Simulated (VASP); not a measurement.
A run of VASP 6.6.1:

The input INCAR:

```
SYSTEM = CuO
PREC = Accurate ; ENCUT = 520
EDIFF = 1E-6 ; ISMEAR = 0
SIGMA = 0.1 ; LREAL = .FALSE.
LASPH = .TRUE. ; NELM = 100
ALGO = Fast ; ISIF = 2
LWAVE = .FALSE. ; LCHARG = .FALSE.
GGA = PS ; NBANDS = 25
```

File KPOINTS:

```
regular mesh
0
G
  18 18 10
  0 0 0
```

Contents of POSCAR:

```
CuO
1.0
    2.8795009639      0.0000000000      0.0000000000
    0.0390727580      2.8792794796      0.0000000000
    0.0174953863      0.0172449008      5.1763391994
Cu O
2 2
Direct
    0.5000000000      0.0000000000      0.5000000000
    0.0000000000      0.5000000000      0.0000000000
    0.0015760300      0.9983282200      0.2501129000
    0.9984239700      0.0016717800      0.7498871000
```

Potentials or basis: VASP PAW PBE potentials, release 64 (Cu, O).

Command:

```sh
$ cat potpaw_PBE.64/Cu/POTCAR potpaw_PBE.64/O/POTCAR > POTCAR
$ mpirun -np 1 vasp_std > vasp.out
```

Hardware: 1 thread of Oxide Virtual Turin-like Processor, on a shared host.

Q: How long does it take, and how much memory?

A: Wall time 54 min on 1 thread of Oxide Virtual Turin-like Processor, on a shared host, peak memory 1.3 GiB. Counts: scf iterations 16, k points 1624.
